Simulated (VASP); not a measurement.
# SrCl2 (Fm-3m) in VASP: a series of runs

SrCl2 is run at these levels: r2SCAN, r2SCAN+rVV10; tasks: single point.

Everything below comes from runs of VASP 6.6.1. Logs are shortened: lines on timing, memory, paths and dates and some standing lists are left out, and cuts for length are marked.

**1. The cell of the first run**

Symmetry: Fm-3m, No. 225, cubic system. The conventional cell has a = 6.995 Å, b = 6.995 Å, c = 6.995 Å, α = 90.00°, β = 90.00°, γ = 90.00°. Sr (site symmetry m-3m) has 8 Cl at 3.03 Å within 4.0 Å. Within 4.0 Å of Cl (site symmetry -43m) lie 4 Sr at 3.03 Å and 6 Cl at 3.50 Å.

**2. Single point, r2SCAN**

The input, POSCAR:

```
SrCl2
1.0
    0.0000000000      3.4977180853      3.4977180853
    3.4977180853      0.0000000000      3.4977180853
    3.4977180853      3.4977180853      0.0000000000
Sr Cl
1 2
Direct
    0.0000000000      0.0000000000      0.0000000000
    0.2500000000      0.2500000000      0.2500000000
    0.7500000000      0.7500000000      0.7500000000
```

The input, INCAR.step1:

```
  PREC = Accurate
  ENCUT = 520
  ISMEAR = 0
  SIGMA = 0.2
  LREAL = False
  LASPH = True
  NELM = 100
  NBANDS = 19
  GGA = PE
  ALGO = Normal
  EDIFF = 1E-4
  LWAVE = True
  LCHARG = False
```

The input, INCAR.step2:

```
  PREC = Accurate
  ENCUT = 520
  EDIFF = 1E-6
  ISMEAR = 0
  SIGMA = 0.2
  LREAL = False
  LASPH = True
  NELM = 100
  ALGO = Normal
  ISIF = 2
  LWAVE = False
  LCHARG = False
  METAGGA = R2SCAN
  LMIXTAU = True
  NBANDS = 19
  ISTART = 1
```

The input, KPOINTS:

```
regular mesh
0
Gamma
  4 4 4
```

Potentials or basis: VASP PAW PBE potentials, release 64 (Sr_sv, Cl).

Started as:

```console
$ cat potpaw_PBE.64/Sr_sv/POTCAR potpaw_PBE.64/Cl/POTCAR > POTCAR
$ cp INCAR.step1 INCAR
$ mpirun -np 1 vasp_std > vasp.out
$ cp INCAR.step2 INCAR
$ mpirun -np 1 vasp_std > vasp.out
```

OUTCAR:

```text
PREC = Accurate
   ENCUT = 520
   EDIFF = 1E-6
   ISMEAR = 0
   LREAL = False
   LASPH = True
   NELM = 100
   ISIF = 2
   METAGGA = R2SCAN
   ISTART = 1

 ion  position               nearest neighbor table
   1  0.000  0.000  0.000-   3 3.03   3 3.03   3 3.03   2 3.03   2 3.03   2 3.03   3 3.03   2 3.03

   2  0.250  0.250  0.250-   1 3.03   1 3.03   1 3.03   1 3.03
   3  0.750  0.750  0.750-   1 3.03   1 3.03   1 3.03   1 3.03

  LATTYP: Found a face centered cubic cell.
 ALAT       =     6.9954361706

  Lattice vectors:

 A1 = (   0.0000000000,   3.4977180853,   3.4977180853)
 A2 = (   3.4977180853,   0.0000000000,   3.4977180853)
 A3 = (   3.4977180853,   3.4977180853,   0.0000000000)

Analysis of symmetry for initial positions (statically):
=====================================================================
 Subroutine PRICEL returns:
 Original cell was already a primitive cell.

 Routine SETGRP: Setting up the symmetry group for a
 face centered cubic supercell.

 Subroutine GETGRP returns: Found 48 space group operations
 (whereof 48 operations were pure point group operations)
 out of a pool of 48 trial point group operations.

The static configuration has the point symmetry O_h .

Analysis of symmetry for dynamics (positions and initial velocities):
=====================================================================
 Subroutine PRICEL returns:
 Original cell was already a primitive cell.

 Routine SETGRP: Setting up the symmetry group for a
 face centered cubic supercell.

 Subroutine GETGRP returns: Found 48 space group operations
 (whereof 48 operations were pure point group operations)
 out of a pool of 48 trial point group operations.

The dynamic configuration has the point symmetry O_h .

 Subroutine INISYM returns: Found 48 space group operations
 (whereof 48 operations are pure point group operations),
 and found     1 'primitive' translations

----------------------------------------------------------------------------------------

                                     Primitive cell

  volume of cell :      85.5824

  direct lattice vectors                    reciprocal lattice vectors
     0.000000000  3.497718085  3.497718085    -0.142950343  0.142950343  0.142950343
     3.497718085  0.000000000  3.497718085     0.142950343 -0.142950343  0.142950343
     3.497718085  3.497718085  0.000000000     0.142950343  0.142950343 -0.142950343

  length of vectors
     4.946520354  4.946520354  4.946520354     0.247597257  0.247597257  0.247597257

  position of ions in fractional coordinates (direct lattice)
     0.000000000  0.000000000  0.000000000
     0.250000000  0.250000000  0.250000000
     0.750000000  0.750000000  0.750000000

  ion indices of the primitive-cell ions
   primitive index   ion index
                 1           1
                 2           2
                 3           3

----------------------------------------------------------------------------------------

 KPOINTS: regular mesh

Automatic generation of k-mesh.
 Grid dimensions read from file:
 generate k-points for:    4    4    4

 Generating k-lattice:

  Cartesian coordinates                     Fractional coordinates (reciprocal lattice)
    -0.035737586  0.035737586  0.035737586     0.250000000  0.000000000  0.000000000
     0.035737586 -0.035737586  0.035737586     0.000000000  0.250000000  0.000000000
     0.035737586  0.035737586 -0.035737586     0.000000000  0.000000000  0.250000000

  Length of vectors
     0.061899314  0.061899314  0.061899314

  Shift w.r.t. Gamma in fractional coordinates (k-lattice)
     0.000000000  0.000000000  0.000000000

 Subroutine IBZKPT returns following result:
 ===========================================

 Found      8 irreducible k-points:

 Following reciprocal coordinates:
            Coordinates               Weight
  0.000000  0.000000  0.000000      1.000000
  0.250000  0.000000  0.000000      8.000000
  0.500000  0.000000  0.000000      4.000000
  0.250000  0.250000  0.000000      6.000000
  0.500000  0.250000  0.000000     24.000000
 -0.250000  0.250000  0.000000     12.000000
  0.500000  0.500000  0.000000      3.000000
 -0.250000  0.500000  0.250000      6.000000
   k-points           NKPTS =      8   k-points in BZ     NKDIM =      8   number of bands    NBANDS=     19
   number of dos      NEDOS =    301   number of ions     NIONS =      3
   total plane-waves  NPLWV =  64000
   dimension x,y,z NGX =    40 NGY =   40 NGZ =   40
   dimension x,y,z NGXF=    80 NGYF=   80 NGZF=   80
   ions per type =               1   2
   NGX,Y,Z   is equivalent  to a cutoff of  13.44, 13.44, 13.44 a.u.
   NGXF,Y,Z  is equivalent  to a cutoff of  26.89, 26.89, 26.89 a.u.
 SYSTEM =  unknown system
   PREC   = accura    normal or accurate (medium, high low for compatibility)
   ISTART =      1    job   : 0-new  1-cont  2-samecut
   ICHARG =      0    charge: 1-file 2-atom 10-const
   ISPIN  =      1    spin polarized calculation?
   LNONCOLLINEAR =      F non collinear calculations
   LSORBIT =      F    spin-orbit coupling
   LASPH  =      T    aspherical Exc in radial PAW
   ENCUT  =  520.0 eV  38.22 Ry    6.18 a.u.   9.20  9.20  9.20*2*pi/ulx,y,z
   NELM   =    100;   NELMIN=  2; NELMDL=  0     # of ELM steps
   EDIFF  = 0.1E-05   stopping-criterion for ELM
   LREAL  =      F    real-space projection
   EDIFFG = 0.1E-04   stopping-criterion for IOM
   NSW    =      0    number of steps for IOM
   IBRION =     -1    ionic relax: 0-MD 1-quasi-New 2-CG
   NFREE  =      0    steps in history (QN), initial steepest desc. (CG)
   ISIF   =      2    stress and relaxation
   ISYM   =      2    0-nonsym 1-usesym 2-fastsym
   POTIM  = 0.5000    time-step for ionic-motion
   TEBEG  =    0.0;   TEEND  =   0.0 temperature during run
   PSTRESS=    0.0 pullay stress
   NELECT =      24.0000    total number of electrons
   NUPDOWN=      -1.0000    fix difference up-down
   EMIN   =  10.00;   EMAX   =-10.00  energy-range for DOS
   EFERMI =   0.00;   METHOD = LEGACY
   ISMEAR =     0;   SIGMA  =   0.20  broadening in eV -4-tet -1-fermi 0-gaus
   EFERMI_NEDOS =   21; number of points for ismear=-14 and -15
   IALGO  =     38    algorithm
   IMIX   =      4    mixing-type and parameters
     AMIX     =   0.40;   BMIX     =  1.00
     AMIX_MAG =   1.60;   BMIX_MAG =  1.00
  volume/ion in A,a.u.               =      28.53       192.51
  Fermi-wavevector in a.u.,A,eV,Ry     =   1.071562  2.024958 15.622809  1.148244
  Thomas-Fermi vector in A             =   2.207306
   LORBIT       =      0    0 simple, 1 ext, 2 COOP (PROOUT), +10 PAW based schemes
   METAGGA = R2SCAN    functional components
   LHFCALC =     F    Hartree Fock is set to
   AEXX    =    0.0000 exact exchange contribution
   IVDW    =     0    specifies the selected vdW correction
   LEPSILON=     F    determine dielectric tensor
   LRPA    =     F    only Hartree local field effects (RPA)
 non-spin polarized calculation
 Gauss-broadening in eV      SIGMA  =   0.20
  energy-cutoff  :      520.00
  volume of cell :       85.58
 maximum number of plane-waves:      2332
 NGX is ok and might be reduce to    40
   NGX = 19   NGY = 19   NGZ = 19

 number of electron      24.0000002 magnetization

 Free energy of the ion-electron system (eV)
  ---------------------------------------------------
  ext. energy  EPLUGINS =         0.00000000
  ---------------------------------------------------
  free energy    TOTEN  =       -35.69698463 eV

  energy without entropy =      -35.69698463  energy(sigma->0) =      -35.69698463

 E-fermi :   0.6499     XC(G=0):  -8.7303

 val. band max:       -0.2734680228   @ k =   0.5000   0.5000   0.0000
 cond. band min:       5.6632997184   @ k =   0.0000   0.0000   0.0000
 fundamental gap:      5.9367677412
 Fermi energy:         0.6498884758

 k-point     1 :       0.0000    0.0000    0.0000
  band No.  band energies     occupation
      1     -34.2503      2.00000
      2     -15.6168      2.00000
      3     -15.6168      2.00000
      4     -15.6168      2.00000
      5     -14.1357      2.00000
      6     -13.2775      2.00000
      7      -2.3958      2.00000
      8      -2.3958      2.00000
      9      -2.3958      2.00000
     10      -0.6186      2.00000
     11      -0.6186      2.00000
     12      -0.6186      2.00000
     13       5.6633      0.00000
     14       6.4179      0.00000
     15       6.4179      0.00000
     16       9.3372      0.00000
     17       9.3372      0.00000
     18       9.3372      0.00000
     19       9.7466      0.00000

 k-point     2 :       0.2500    0.0000    0.0000
  band No.  band energies     occupation
      1     -34.2487      2.00000
      2     -15.7877      2.00000
      3     -15.6234      2.00000
      4     -15.6234      2.00000
      5     -13.8517      2.00000
      6     -13.3770      2.00000
      7      -2.1792      2.00000
      8      -2.1792      2.00000
      9      -2.0366      2.00000
     10      -1.1785      2.00000
     11      -0.9194      2.00000
     12      -0.9194      2.00000
     13       6.7132      0.00000
     14       6.7892      0.00000
     15       6.7892      0.00000
     16       8.2005      0.00000
     17       9.0251      0.00000
     18       9.0251      0.00000
     19       9.9821      0.00000

 k-point     3 :       0.5000    0.0000    0.0000
  band No.  band energies     occupation
      1     -34.2471      2.00000
      2     -15.9132      2.00000
      3     -15.6300      2.00000
      4     -15.6300      2.00000
      5     -13.7332      2.00000
      6     -13.3444      2.00000
      7      -1.8291      2.00000
      8      -1.8291      2.00000
      9      -1.7431      2.00000
     10      -1.6036      2.00000
     11      -1.3308      2.00000
     12      -1.3308      2.00000
     13       7.0123      0.00000
     14       7.0123      0.00000
     15       7.9458      0.00000
     16       7.9528      0.00000
     17       9.0336      0.00000
     18       9.0337      0.00000
     19       9.3291      0.00000

 k-point     4 :       0.2500    0.2500    0.0000
  band No.  band energies     occupation
      1     -34.2482      2.00000
      2     -15.8278      2.00000
      3     -15.6325      2.00000
      4     -15.6325      2.00000
      5     -13.7285      2.00000
      6     -13.4358      2.00000
      7      -2.3075      2.00000
      8      -2.3075      2.00000
      9      -1.9859      2.00000
     10      -1.4610      2.00000
     11      -0.6070      2.00000
     12      -0.6070      2.00000
     13       6.3510      0.00000
     14       6.9853      0.00000
     15       7.0464      0.00000
     16       8.4696      0.00000
     17       8.4696      0.00000
     18       8.9092      0.00000
     19       9.5100      0.00000

 k-point     5 :       0.5000    0.2500    0.0000
  band No.  band energies     occupation
      1     -34.2466      2.00000
      2     -15.8920      2.00000
      3     -15.7104      2.00000
      4     -15.6391      2.00000
      5     -13.5656      2.00000
      6     -13.4288      2.00000
      7      -2.5629      2.00000
      8      -2.1805      2.00000
      9      -2.0587      2.00000
     10      -0.9425      2.00000
     11      -0.8513      2.00000
     12      -0.7351      2.00000
     13       6.3082      0.00000
     14       7.3930      0.00000
     15       7.7836      0.00000
     16       8.0090      0.00000
     17       8.5978      0.00000
     18       9.3523      0.00000
     19      10.0537      0.00000

 k-point     6 :      -0.2500    0.2500    0.0000
  band No.  band energies     occupation
      1     -34.2471      2.00000
      2     -15.8357      2.00000
      3     -15.7302      2.00000
      4     -15.6300      2.00000
      5     -13.6007      2.00000
      6     -13.4495      2.00000
      7      -2.4608      2.00000
      8      -1.9344      2.00000
      9      -1.6311      2.00000
     10      -1.5495      2.00000
     11      -1.3360      2.00000
     12      -0.5439      2.00000
     13       6.4833      0.00000
     14       7.1600      0.00000
     15       7.5242      0.00000
     16       8.3139      0.00000
     17       8.9520      0.00000
     18       9.0377      0.00000
     19      10.1773      0.00000

 k-point     7 :       0.5000    0.5000    0.0000
  band No.  band energies     occupation
      1     -34.2461      2.00000
      2     -15.9802      2.00000
      3     -15.6482      2.00000
      4     -15.6482      2.00000
      5     -13.5838      2.00000
      6     -13.3616      2.00000
      7      -3.0211      2.00000
      8      -2.1742      2.00000
      9      -2.1742      2.00000
     10      -0.6676      2.00000
     11      -0.6676      2.00000
     12      -0.2735      2.00000
     13       5.7205      0.00000
     14       7.4923      0.00000
     15       7.9245      0.00000
     16       8.4110      0.00000
     17       8.4110      0.00000
     18       9.1035      0.00000
     19      10.4683      0.00000

 k-point     8 :      -0.2500    0.5000    0.2500
  band No.  band energies     occupation
      1     -34.2461      2.00000
      2     -15.8244      2.00000
      3     -15.8244      2.00000
      4     -15.6485      2.00000
      5     -13.4627      2.00000
      6     -13.4627      2.00000
      7      -2.7289      2.00000
      8      -2.5224      2.00000
      9      -1.4919      2.00000
     10      -1.4919      2.00000
     11      -0.5754      2.00000
     12      -0.3789      2.00000
     13       6.4073      0.00000
     14       7.3331      0.00000
     15       7.6514      0.00000
     16       7.6515      0.00000
     17       8.5367      0.00000
     18      10.0458      0.00000
     19      10.7789      0.00000

------------------------ aborting loop because EDIFF is reached ----------------------------------------

  FORCE on cell =-STRESS in cart. coord.  units (eV):
  Direction    XX          YY          ZZ          XY          YZ          ZX
  --------------------------------------------------------------------------------------
  -------------------------------------------------------------------------------------
  Total        0.0112534      0.0112534      0.0112534     -0.0000000      0.0000000      0.0000000
  in kB        0.2106738      0.2106738      0.2106738     -0.0000000      0.0000000      0.0000000
  external PRESSURE =       0.2106738 kB  Pullay stress =       0.0000000 kB

 VOLUME and BASIS-vectors are now :
 -----------------------------------------------------------------------------
  energy-cutoff  :      520.00
  volume of cell :       85.58
      direct lattice vectors                 reciprocal lattice vectors
     0.000000000  3.497718085  3.497718085    -0.142950343  0.142950343  0.142950343
     3.497718085  0.000000000  3.497718085     0.142950343 -0.142950343  0.142950343
     3.497718085  3.497718085  0.000000000     0.142950343  0.142950343 -0.142950343

 POSITION                                       TOTAL-FORCE (eV/Angst)
 -----------------------------------------------------------------------------------
      0.00000      0.00000      0.00000        -0.000000     -0.000000      0.000000
      1.74886      1.74886      1.74886        -0.000000      0.000000      0.000000
      5.24658      5.24658      5.24658         0.000000     -0.000000     -0.000000
 -----------------------------------------------------------------------------------
    total drift:                               -0.000000     -0.000000      0.000000

  FREE ENERGIE OF THE ION-ELECTRON SYSTEM (eV)
  ---------------------------------------------------
  free  energy   TOTEN  =       -35.6969846329 eV

  energy  without entropy=      -35.6969846329  energy(sigma->0) =      -35.69698463
```

It took 62 s on 1 thread of Intel Xeon Platinum 8259CL at 2.50GHz (Skylake/Cascade Lake), shared host; peak memory 0.25 GiB.

What came out:

```yaml
Free_energy: -35.6970 eV
Pressure: 0.0 GPa
Band_gap_on_the_k_mesh: 5.94 eV (least direct gap 5.99 eV)
```

Levels at points of the mesh, in eV from the valence-band top:
```csv
k point,band 10,band 11,band 12,band 13,band 14,band 15
"(0.00, 0.00, 0.00)",-0.35,-0.35,-0.35,5.94,6.69,6.69
"(0.50, 0.00, 0.00)",-1.33,-1.06,-1.06,7.29,7.29,8.22
"(0.50, 0.50, 0.00)",-0.39,-0.39,0.00,5.99,7.77,8.20
```

Caveat: the PAW data sets were made with another functional, which shifts forces and pressure a little. A k mesh can miss the band edges.

**3. Single point, r2SCAN**

POSCAR is that of step 2.

The input, INCAR.step1:

```
SYSTEM = SrCl2
PREC     = Accurate       ! precision mode
ENCUT    = 520            ! plane-wave cutoff, eV
ISMEAR   = 1              ! smearing method
SIGMA    = 0.05           ! smearing width, eV
LREAL    = .False.        ! projectors in reciprocal space
LASPH    = .True.         ! aspherical terms in the spheres
NELM     = 60             ! most SCF steps
NBANDS   = 19             ! bands
GGA      = PE             ! functional
ALGO     = Normal         ! electronic algorithm
EDIFF    = 1E-4           ! SCF threshold, eV
LWAVE    = .True.         ! write WAVECAR
LCHARG   = .False.        ! write CHGCAR
```

The input, INCAR.step2:

```
SYSTEM = SrCl2
PREC     = Accurate       ! precision mode
ENCUT    = 520            ! plane-wave cutoff, eV
EDIFF    = 1E-7           ! SCF threshold, eV
ISMEAR   = 1              ! smearing method
SIGMA    = 0.05           ! smearing width, eV
LREAL    = .False.        ! projectors in reciprocal space
LASPH    = .True.         ! aspherical terms in the spheres
NELM     = 60             ! most SCF steps
ALGO     = Normal         ! electronic algorithm
ISIF     = 2              ! what is computed and relaxed
LWAVE    = .False.        ! write WAVECAR
LCHARG   = .False.        ! write CHGCAR
METAGGA  = R2SCAN         ! meta-GGA
LMIXTAU  = .True.       
NBANDS   = 19             ! bands
ISTART   = 1
```

The input, KPOINTS:

```
Automatic mesh
0
Gamma
  4 4 4
  0 0 0
```

Potentials or basis: VASP PAW PBE potentials, release 64 (Sr_sv, Cl).

Started as:

```console
$ cat potpaw_PBE.64/Sr_sv/POTCAR potpaw_PBE.64/Cl/POTCAR > POTCAR
$ cp INCAR.step1 INCAR
$ mpirun -np 1 vasp_std > vasp.out
$ cp INCAR.step2 INCAR
$ mpirun -np 1 vasp_std > vasp.out
```

It took 81 s on 1 thread of Intel Xeon Platinum 8259CL at 2.50GHz (Skylake/Cascade Lake), shared host; peak memory 0.25 GiB.

Results (log left out):

```yaml
Free_energy: -35.6968 eV
Pressure: 0.0 GPa
Band_gap_on_the_k_mesh: 5.94 eV (least direct gap 5.99 eV)
```

Levels at points of the mesh, in eV from the valence-band top:
```csv
k point,band 9,band 10,band 11,band 12,band 13,band 14,band 15,band 16
"(0.00, 0.00, 0.00)",-2.12,-0.35,-0.35,-0.35,5.94,6.69,6.69,9.61
"(0.50, 0.00, 0.00)",-1.47,-1.33,-1.06,-1.06,7.29,7.29,8.22,8.23
"(0.50, 0.50, 0.00)",-1.90,-0.39,-0.39,0.00,5.99,7.77,8.20,8.68
```

Caveat: the PAW data sets were made with another functional, which shifts forces and pressure a little.

[end of part 1 of 2]
